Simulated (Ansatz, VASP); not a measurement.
**Ta8N7 in VASP and in Ansatz**

```
CELL_PARAMETERS angstrom
0.00000 0.00000 -5.79554
2.95018 -5.10987 0.00000
-5.90037 0.00000 0.00000
ATOMIC_POSITIONS crystal
Ta 0.24842 0.16698 0.33302
Ta 0.75158 0.16698 0.33302
Ta 0.24842 0.66604 0.33302
Ta 0.75158 0.66604 0.33302
Ta 0.24842 0.16698 0.83396
Ta 0.75158 0.16698 0.83396
Ta 0.25177 0.66667 0.83333
Ta 0.74823 0.66667 0.83333
N 0.00000 0.00000 0.50000
N 0.50000 0.49914 0.49828
N 0.00000 0.49956 0.49912
N 0.50000 0.00172 0.00086
N 0.00000 0.00088 0.00044
N 0.50000 0.49914 0.00086
N 0.00000 0.49956 0.00044
```

Change from the starting cell: N vacancy (site a), charge +0, atoms relaxed at the host's cell.

Alike in both runs: functional PBE; k mesh 5 × 5 × 5; occupations gaussian, width 0.1 eV; no spin polarisation.

Ansatz relaxed the structure, and its values are those at the end. VASP's run is a single point on that final structure, the one shown.

```csv
,VASP,Ansatz
version,VASP 6.6.1,Ansatz 0.2.0
potentials or method,"VASP PAW PBE potentials, release 64 (Ta_pv, N), cutoff 520 eV","scalar-relativistic, plane waves, PAW"
valence electrons in the cell,123,139
```

|  | VASP | Ansatz | Ansatz less VASP |
| --- | --- | --- | --- |
| gap on the k mesh at the Fermi level (eV) | none | none | - |
| rms of the force components (eV/Å) | 0.008 | 0.003 | -0.0048 |

A gap of «none» marks a metal or a gap that the smearing closes. VASP's potentials hold 123 valence electrons a cell and Ansatz's 139, so a difference there can come from the potentials and not from the codes.

Neither program's run includes spin-orbit coupling.
